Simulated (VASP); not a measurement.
# HfC (I4/mmm) in VASP: further runs

Runs on HfC. Level: PBE. Tasks: single point.

Everything below comes from runs of VASP 6.6.1. Logs are shortened: lines on timing, memory, paths and dates and some standing lists are left out, and cuts for length are marked.

### Step 1. The cell of the first run

Symmetry: I4/mmm, No. 139, tetragonal system. The conventional cell has a = 3.288 Å, b = 3.288 Å, c = 4.185 Å, α = 90.00°, β = 90.00°, γ = 90.00°. Hf (site symmetry 4/mmm) has 6 C at 2.09 to 2.33 Å within 2.8 Å. C (site symmetry 4/mmm) has 6 Hf at 2.09 to 2.33 Å within 2.8 Å.

### Step 2. Single point, PBE (strain -0.1000 x Voigt [0, 1, 0, 0, 0, 0])

Contents of INCAR:

```
SYSTEM = HfC
  PREC = Accurate
  ENCUT = 520
  EDIFF = 1E-7
  ISMEAR = 0
  SIGMA = 0.15
  LREAL = .FALSE.
  LASPH = .TRUE.
  NELM = 60
  ALGO = Normal
  ISIF = 2
  LWAVE = .FALSE.
  LCHARG = .FALSE.
  GGA = PE
  NBANDS = 14
```

Contents of KPOINTS:

```
Automatic mesh
0
G
  18 18 18
  0 0 0
```

Contents of POSCAR:

```
HfC
1.0
    0.0000000000      2.0925000000      2.3250000000
    2.3250000000      0.0000000000      2.3250000000
    2.3250000000      2.0925000000      0.0000000000
Hf C
1 1
Direct
    0.5000000000      0.5000000000      0.5000000000
    0.0000000000      0.0000000000      0.0000000000
```

Potentials or basis: VASP PAW PBE potentials, release 64 (Hf_pv, C).

The run is started by

```sh
> cat potpaw_PBE.64/Hf_pv/POTCAR potpaw_PBE.64/C/POTCAR > POTCAR
> mpirun -np 1 vasp_std > vasp.out
```

OUTCAR:

```text
SYSTEM = HfC
   PREC = Accurate
   ENCUT = 520
   EDIFF = 1E-7
   ISMEAR = 0
   LREAL = .FALSE.
   LASPH = .TRUE.
   NELM = 60
   ISIF = 2
   GGA = PE

 ion  position               nearest neighbor table
   1  0.500  0.500  0.500-   2 2.09   2 2.09   2 2.33   2 2.33   2 2.33   2 2.33
   2  0.000  0.000  0.000-   1 2.09   1 2.09   1 2.33   1 2.33   1 2.33   1 2.33

  LATTYP: Found a body centered tetragonal cell.
 ALAT       =     3.2880465325
 C/A-ratio  =     1.2727922061

  Lattice vectors:

 A1 = (   0.0000000000,  -2.0925000000,   2.3250000000)
 A2 = (   0.0000000000,  -2.0925000000,  -2.3250000000)
 A3 = (   2.3250000000,   2.0925000000,   0.0000000000)

Analysis of symmetry for initial positions (statically):
=====================================================================
 Subroutine PRICEL returns:
 Original cell was already a primitive cell.

 Routine SETGRP: Setting up the symmetry group for a
 body centered tetragonal supercell.

 Subroutine GETGRP returns: Found 16 space group operations
 (whereof 16 operations were pure point group operations)
 out of a pool of 16 trial point group operations.

The static configuration has the point symmetry D_4h.

Analysis of symmetry for dynamics (positions and initial velocities):
=====================================================================
 Subroutine PRICEL returns:
 Original cell was already a primitive cell.

 Routine SETGRP: Setting up the symmetry group for a
 body centered tetragonal supercell.

 Subroutine GETGRP returns: Found 16 space group operations
 (whereof 16 operations were pure point group operations)
 out of a pool of 16 trial point group operations.

The dynamic configuration has the point symmetry D_4h.

 Subroutine INISYM returns: Found 16 space group operations
 (whereof 16 operations are pure point group operations),
 and found     1 'primitive' translations

----------------------------------------------------------------------------------------

                                     Primitive cell

  volume of cell :      22.6225

  direct lattice vectors                    reciprocal lattice vectors
     0.000000000  2.092500000  2.325000000    -0.215053763  0.238948626  0.215053763
     2.325000000  0.000000000  2.325000000     0.215053763 -0.238948626  0.215053763
     2.325000000  2.092500000  0.000000000     0.215053763  0.238948626 -0.215053763

  length of vectors
     3.127967591  3.288046533  3.127967591     0.386772140  0.386772140  0.386772140

  position of ions in fractional coordinates (direct lattice)
     0.500000000  0.500000000  0.500000000
     0.000000000  0.000000000  0.000000000

  ion indices of the primitive-cell ions
   primitive index   ion index
                 1           1
                 2           2

----------------------------------------------------------------------------------------

 KPOINTS: Automatic mesh

Automatic generation of k-mesh.
 Grid dimensions read from file:
 generate k-points for:   18   18   18

 Generating k-lattice:

  Cartesian coordinates                     Fractional coordinates (reciprocal lattice)
    -0.011947431  0.013274924  0.011947431     0.055555556  0.000000000  0.000000000
     0.011947431 -0.013274924  0.011947431    -0.000000000  0.055555556 -0.000000000
     0.011947431  0.013274924 -0.011947431     0.000000000  0.000000000  0.055555556

  Length of vectors
     0.021487341  0.021487341  0.021487341

  Shift w.r.t. Gamma in fractional coordinates (k-lattice)
     0.000000000  0.000000000  0.000000000

 Subroutine IBZKPT returns following result:
 ===========================================

 Found    480 irreducible k-points:

 Following reciprocal coordinates:
            Coordinates               Weight
  0.000000  0.000000  0.000000      1.000000
  0.055556  0.000000 -0.000000      8.000000
  0.111111  0.000000 -0.000000      8.000000
  0.166667  0.000000  0.000000      8.000000
  0.222222  0.000000  0.000000      8.000000
  0.277778  0.000000  0.000000      8.000000
[... 16 lines left out ...]
 -0.277778  0.055556 -0.000000     16.000000
 -0.222222  0.055556 -0.000000     16.000000
 [... further k-points ...]
   k-points           NKPTS =    480   k-points in BZ     NKDIM =    480   number of bands    NBANDS=     14
   number of dos      NEDOS =    301   number of ions     NIONS =      2
   total plane-waves  NPLWV =  13824
   dimension x,y,z NGX =    24 NGY =   24 NGZ =   24
   dimension x,y,z NGXF=    48 NGYF=   48 NGZF=   48
   ions per type =               1   1
   NGX,Y,Z   is equivalent  to a cutoff of  12.76, 12.13, 12.76 a.u.
   NGXF,Y,Z  is equivalent  to a cutoff of  25.51, 24.27, 25.51 a.u.
 SYSTEM =  HfC
   PREC   = accura    normal or accurate (medium, high low for compatibility)
   ISTART =      0    job   : 0-new  1-cont  2-samecut
   ICHARG =      2    charge: 1-file 2-atom 10-const
   ISPIN  =      1    spin polarized calculation?
   LNONCOLLINEAR =      F non collinear calculations
   LSORBIT =      F    spin-orbit coupling
   LASPH  =      T    aspherical Exc in radial PAW
   ENCUT  =  520.0 eV  38.22 Ry    6.18 a.u.   5.82  6.11  5.82*2*pi/ulx,y,z
   NELM   =     60;   NELMIN=  2; NELMDL= -5     # of ELM steps
   EDIFF  = 0.1E-06   stopping-criterion for ELM
   LREAL  =      F    real-space projection
   EDIFFG = 0.1E-05   stopping-criterion for IOM
   NSW    =      0    number of steps for IOM
   IBRION =     -1    ionic relax: 0-MD 1-quasi-New 2-CG
   NFREE  =      0    steps in history (QN), initial steepest desc. (CG)
   ISIF   =      2    stress and relaxation
   ISYM   =      2    0-nonsym 1-usesym 2-fastsym
   POTIM  = 0.5000    time-step for ionic-motion
   TEBEG  =    0.0;   TEEND  =   0.0 temperature during run
   PSTRESS=    0.0 pullay stress
   NELECT =      14.0000    total number of electrons
   NUPDOWN=      -1.0000    fix difference up-down
   EMIN   =  10.00;   EMAX   =-10.00  energy-range for DOS
   EFERMI =   0.00;   METHOD = LEGACY
   ISMEAR =     0;   SIGMA  =   0.15  broadening in eV -4-tet -1-fermi 0-gaus
   EFERMI_NEDOS =   21; number of points for ismear=-14 and -15
   IALGO  =     38    algorithm
   IMIX   =      4    mixing-type and parameters
     AMIX     =   0.40;   BMIX     =  1.00
     AMIX_MAG =   1.60;   BMIX_MAG =  1.00
  volume/ion in A,a.u.               =      11.31        76.33
  Fermi-wavevector in a.u.,A,eV,Ry     =   1.395095  2.636347 26.480876  1.946289
  Thomas-Fermi vector in A             =   2.518580
   LORBIT       =      0    0 simple, 1 ext, 2 COOP (PROOUT), +10 PAW based schemes
   GGA     = PE    functional components
   LHFCALC =     F    Hartree Fock is set to
   AEXX    =    0.0000 exact exchange contribution
   IVDW    =     0    specifies the selected vdW correction
   LEPSILON=     F    determine dielectric tensor
   LRPA    =     F    only Hartree local field effects (RPA)
 non-spin polarized calculation
 Gauss-broadening in eV      SIGMA  =   0.15
  energy-cutoff  :      520.00
  volume of cell :       22.62
 maximum number of plane-waves:       624
   NGX = 11   NGY = 13   NGZ = 11

 number of electron      13.9999999 magnetization

 Free energy of the ion-electron system (eV)
  ---------------------------------------------------
  ext. energy  EPLUGINS =         0.00000000
  ---------------------------------------------------
  free energy    TOTEN  =       -20.47887800 eV

  energy without entropy =      -20.47623363  energy(sigma->0) =      -20.47755581

 E-fermi :   6.8243     XC(G=0): -12.7958

 val. band max:        6.8147383177   @ k =   0.0556   0.0000   0.0556
 cond. band min:       6.8294727367   @ k =   0.1667   0.1667   0.0000
 fundamental gap:      0.0147344189
 Fermi energy:         6.8242820739

 k-point     1 :       0.0000    0.0000    0.0000
  band No.  band energies     occupation
      1     -22.2472      2.00000
      2     -22.2458      2.00000
      3     -22.2458      2.00000
      4      -6.0642      2.00000
      5       7.5818      0.00000
      6       7.5818      0.00000
      7       7.8601      0.00000
      8       7.8601      0.00000
      9       8.4661      0.00000
     10       9.1050      0.00000
     11       9.7306      0.00000
     12      10.2444      0.00000
     13      16.2278      0.00000
     14      18.2328      0.00000

 k-point     2 :       0.0556    0.0000   -0.0000
  band No.  band energies     occupation
      1     -22.2802      2.00000
      2     -22.2511      2.00000
      3     -22.2471      2.00000
      4      -5.9698      2.00000
      5       6.9445      0.25714
      6       7.0138      0.07392
      7       7.7137      0.00000
      8       8.1777      0.00000
      9       8.5820      0.00000
     10       9.2240      0.00000
     11      10.1730      0.00000
     12      10.7450      0.00000
     13      16.4227      0.00000
     14      18.4884      0.00000

 k-point     3 :       0.1111    0.0000   -0.0000
  band No.  band energies     occupation
      1     -22.3763      2.00000
      2     -22.2665      2.00000
      3     -22.2485      2.00000
      4      -5.6937      2.00000
      5       5.9897      2.00000
      6       6.2248      2.00000
      7       6.9837      0.13290
      8       8.5597      0.00000
      9       8.9391      0.00000
     10       9.4388      0.00000
     11      11.1494      0.00000
     12      11.7760      0.00000
     13      16.9528      0.00000
     14      19.2103      0.00000
[... 324 lines left out ...]
 k-point    23 :      -0.2778    0.0556   -0.0000
  band No.  band energies     occupation
      1     -22.9329      2.00000
      2     -22.3800      2.00000
      3     -22.2555      2.00000
      4      -3.6650      2.00000
      5       2.6720      2.00000
      6       4.0793      2.00000
      7       4.2859      2.00000
      8      10.1711      0.00000
      9      10.6843      0.00000
     10      11.5910      0.00000
     11      14.4671      0.00000
     12      16.0331      0.00000
     13      19.1825      0.00000
     14      21.2227      0.00000

 k-point    24 :      -0.2222    0.0556   -0.0000
  band No.  band energies     occupation
      1     -22.7670      2.00000
      2     -22.3495      2.00000
      3     -22.2509      2.00000
      4      -4.3507      2.00000
      5       3.5923      2.00000
      6       4.6036      2.00000
      7       4.8649      2.00000
      8       9.7643      0.00000
      9      10.0370      0.00000
     10      10.7675      0.00000
     11      13.2762      0.00000
     12      15.0359      0.00000
     13      19.0684      0.00000
     14      21.2226      0.00000

 [... further k-points ...]
[... 5 lines left out ...]
  --------------------------------------------------------------------------------------
  -------------------------------------------------------------------------------------
  Total        1.6827716     12.2299520      1.6827716      0.0000000      0.0000000      0.0000000
  in kB      119.1775322    866.1516894    119.1775322      0.0000000      0.0000000      0.0000000
  external PRESSURE =     368.1689179 kB  Pullay stress =       0.0000000 kB

 VOLUME and BASIS-vectors are now :
 -----------------------------------------------------------------------------
  energy-cutoff  :      520.00
  volume of cell :       22.62
      direct lattice vectors                 reciprocal lattice vectors
     0.000000000  2.092500000  2.325000000    -0.215053763  0.238948626  0.215053763
     2.325000000  0.000000000  2.325000000     0.215053763 -0.238948626  0.215053763
     2.325000000  2.092500000  0.000000000     0.215053763  0.238948626 -0.215053763

 POSITION                                       TOTAL-FORCE (eV/Angst)
 -----------------------------------------------------------------------------------
      2.32500      2.09250      2.32500         0.000000     -0.000000      0.000000
      0.00000      0.00000      0.00000         0.000000      0.000000      0.000000
 -----------------------------------------------------------------------------------
    total drift:                                0.000000     -0.000000     -0.000000

  FREE ENERGIE OF THE ION-ELECTRON SYSTEM (eV)
  ---------------------------------------------------
  free  energy   TOTEN  =       -20.4788779985 eV

  energy  without entropy=      -20.4762336259  energy(sigma->0) =      -20.47755581
```

It took 69 s on 1 thread of Intel Xeon Platinum 8259CL at 2.50GHz (Skylake/Cascade Lake), shared host; peak memory 0.27 GiB.

Results:

- Free energy: -20.4789 eV
- Pressure: 36.8 GPa
- Band gap on the k mesh: zero (band 7 reaches 7.86 eV, above the bottom of band 8 at 5.77 eV)

Caveat: the cell differs from its parent crystal (strain -0.1000 x Voigt [0, 1, 0, 0, 0, 0]); spin-orbit coupling is left out, which moves the levels of the heavy elements.

### Step 3. Single point, PBE (strain -0.0750 x Voigt [0, 1, 0, 0, 0, 0])

Contents of INCAR:

```
SYSTEM = HfC
PREC     = Accurate       ! precision mode
ENCUT    = 520            ! plane-wave cutoff, eV
EDIFF    = 1E-6           ! SCF threshold, eV
ISMEAR   = 0              ! smearing method
SIGMA    = 0.15           ! smearing width, eV
LREAL    = .False.        ! projectors in reciprocal space
LASPH    = .True.         ! aspherical terms in the spheres
NELM     = 100            ! most SCF steps
ALGO     = Normal         ! electronic algorithm
ISIF     = 2              ! what is computed and relaxed
LWAVE    = .False.        ! write WAVECAR
LCHARG   = .False.        ! write CHGCAR
GGA      = PE             ! functional
NBANDS   = 14             ! bands
```

Contents of KPOINTS:

```
regular mesh
0
Gamma
  18 18 18
  0 0 0
```

Contents of POSCAR:

```
HfC
1.0
    0.0000000000      2.1506250000      2.3250000000
    2.3250000000      0.0000000000      2.3250000000
    2.3250000000      2.1506250000      0.0000000000
Hf C
1 1
Direct
    0.5000000000      0.5000000000      0.5000000000
    0.0000000000      0.0000000000      0.0000000000
```

Potentials or basis: VASP PAW PBE potentials, release 64 (Hf_pv, C).

The run is started by

```sh
> cat potpaw_PBE.64/Hf_pv/POTCAR potpaw_PBE.64/C/POTCAR > POTCAR
> mpirun -np 1 vasp_std > vasp.out
```

Wall time 63 s (1 thread of Intel Xeon Platinum 8259CL at 2.50GHz (Skylake/Cascade Lake), shared host); peak memory 0.27 GiB.

Results (log left out):

```yaml
Free_energy: -20.7578 eV
Pressure: 24.5 GPa
Band_gap_on_the_k_mesh: zero (band 7 reaches 7.72 eV, above the bottom of band 8 at 5.68 eV)
```

Stress tensor (GPa, compression positive):
```
 8.49  0.00  0.00
 0.00 56.61  0.00
 0.00  0.00  8.49
```

Levels at points of the mesh, in eV from the Fermi level:
| k point | band 4 | band 5 | band 6 | band 7 | band 8 | band 9 | band 10 | band 11 |
| --- | --- | --- | --- | --- | --- | --- | --- | --- |
| (0.00, 0.00, 0.00) | -12.74 | 0.84 | 0.84 | 1.13 | 1.13 | 1.41 | 2.02 | 3.05 |
| (0.50, 0.00, 0.00) | -8.44 | -6.52 | -3.42 | -3.28 | 5.38 | 6.20 | 6.48 | 6.87 |
| (0.50, 0.50, 0.00) | -10.88 | -2.80 | -1.97 | -0.08 | 0.44 | 5.41 | 6.84 | 7.77 |
| (0.50, 0.00, 0.50) | -10.77 | -2.20 | -1.78 | -0.36 | -0.36 | 5.85 | 7.31 | 7.31 |

Caveat: the cell differs from its parent crystal (strain -0.0750 x Voigt [0, 1, 0, 0, 0, 0]); spin-orbit coupling is left out, which moves the levels of the heavy elements.

### Step 4. Single point, PBE (strain -0.0500 x Voigt [0, 1, 0, 0, 0, 0])

Contents of INCAR:

```
  ALGO = Normal
  EDIFF = 1E-6
  ENCUT = 520
  GGA = PE
  ISIF = 2
  ISMEAR = 0
  LASPH = True
  LCHARG = True
  LELF = True
  LREAL = False
  LVHAR = True
  LWAVE = False
  NBANDS = 14
  NELM = 80
  PREC = Accurate
  SIGMA = 0.15
```

Contents of KPOINTS:

```
k-points
0
Gamma
  18 18 18
```

Contents of POSCAR:

```
HfC
1.0
    0.0000000000      2.2087500000      2.3250000000
    2.3250000000      0.0000000000      2.3250000000
    2.3250000000      2.2087500000      0.0000000000
Hf C
1 1
Direct
    0.5000000000      0.5000000000      0.5000000000
    0.0000000000      0.0000000000      0.0000000000
```

The run is started by

```sh
> cat potpaw_PBE.64/Hf_pv/POTCAR potpaw_PBE.64/C/POTCAR > POTCAR
> mpirun -np 1 vasp_std > vasp.out
```

Wall time 67 s (1 thread of Intel Xeon Platinum 8259CL at 2.50GHz (Skylake/Cascade Lake), shared host); peak memory 0.28 GiB.

It converged, with:

```yaml
Free_energy: -20.9313 eV
Pressure: 14.4 GPa
Band_gap_on_the_k_mesh: zero (band 7 reaches 7.58 eV, above the bottom of band 8 at 5.58 eV)
```

Stress tensor (GPa, compression positive):
```
 5.26  0.00  0.00
 0.00 32.75  0.00
 0.00  0.00  5.26
```

Levels at points of the mesh, in eV from the Fermi level:
```tsv
k point	band 5	band 6	band 7	band 8	band 9	band 10
(0.00, 0.00, 0.00)	0.91	0.91	1.22	1.22	1.24	1.79
(0.50, 0.00, 0.00)	-6.39	-3.25	-3.15	5.37	5.87	6.20
(0.50, 0.50, 0.00)	-2.73	-1.91	-0.07	0.22	5.45	6.81
(0.50, 0.00, 0.50)	-2.10	-2.04	-0.26	-0.26	5.65	7.13
```

Caveat: the cell differs from its parent crystal (strain -0.0500 x Voigt [0, 1, 0, 0, 0, 0]); spin-orbit coupling is left out, which moves the levels of the heavy elements.

### Step 5. Single point, PBE (strain +0.0875 x Voigt [0, 1, 0, 0, 0, 0])

Contents of INCAR:

```
PREC     = Accurate       # precision mode
ENCUT    = 520            # plane-wave cutoff, eV
EDIFF    = 1E-7           # SCF threshold, eV
ISMEAR   = 0              # smearing method
SIGMA    = 0.15           # smearing width, eV
LREAL    = False          # projectors in reciprocal space
LASPH    = True           # aspherical terms in the spheres
NELM     = 80             # most SCF steps
ALGO     = Normal         # electronic algorithm
ISIF     = 2              # what is computed and relaxed
LWAVE    = False          # write WAVECAR
LCHARG   = False          # write CHGCAR
GGA      = PE             # functional
NBANDS   = 14             # bands
```

Contents of KPOINTS:

```
regular mesh
0
Gamma
  18 18 18
```

Contents of POSCAR:

```
HfC
1.0
    0.0000000000      2.5284375000      2.3250000000
    2.3250000000      0.0000000000      2.3250000000
    2.3250000000      2.5284375000      0.0000000000
Hf C
1 1
Direct
    0.5000000000      0.5000000000      0.5000000000
    0.0000000000      0.0000000000      0.0000000000
```

The run is started by

```sh
> cat potpaw_PBE.64/Hf_pv/POTCAR potpaw_PBE.64/C/POTCAR > POTCAR
> mpirun -np 1 vasp_std > vasp.out
```

Run time: 2.3 min. Hardware: 1 thread of Intel Xeon Platinum 8259CL at 2.50GHz (Skylake/Cascade Lake), shared host; peak memory 0.31 GiB.

It converged, with:

| Property | Result |
| --- | --- |
| Free energy | -20.8211 eV |
| Pressure | -14.6 GPa |
| Band gap on the k mesh | zero (band 7 reaches 6.38 eV, above the bottom of band 8 at 4.82 eV) |

Stress tensor (GPa, compression positive):
```
 -8.05   0.00   0.00
  0.00 -27.55   0.00
  0.00   0.00  -8.05
```

Levels at points of the mesh, in eV from the Fermi level:
| k point | band 3 | band 4 | band 5 | band 6 | band 7 | band 8 | band 9 | band 10 | band 11 | band 12 |
| --- | --- | --- | --- | --- | --- | --- | --- | --- | --- | --- |
| (0.00, 0.00, 0.00) | -29.93 | -11.93 | 0.73 | 0.82 | 1.03 | 1.03 | 1.63 | 1.63 | 2.14 | 3.61 |
| (0.50, 0.00, 0.00) | -29.95 | -8.61 | -5.80 | -2.88 | -2.71 | 4.60 | 5.04 | 5.44 | 6.01 | 9.04 |
| (0.50, 0.50, 0.00) | -30.18 | -10.06 | -2.38 | -1.56 | -0.39 | -0.25 | 4.48 | 5.49 | 6.58 | 7.66 |
| (0.50, 0.00, 0.50) | -30.06 | -10.24 | -3.14 | -1.43 | 0.11 | 0.11 | 4.83 | 5.98 | 5.98 | 7.06 |

Caveat: the cell differs from its parent crystal (strain +0.0875 x Voigt [0, 1, 0, 0, 0, 0]); spin-orbit coupling is left out, which moves the levels of the heavy elements.

[end of part 1 of 2]
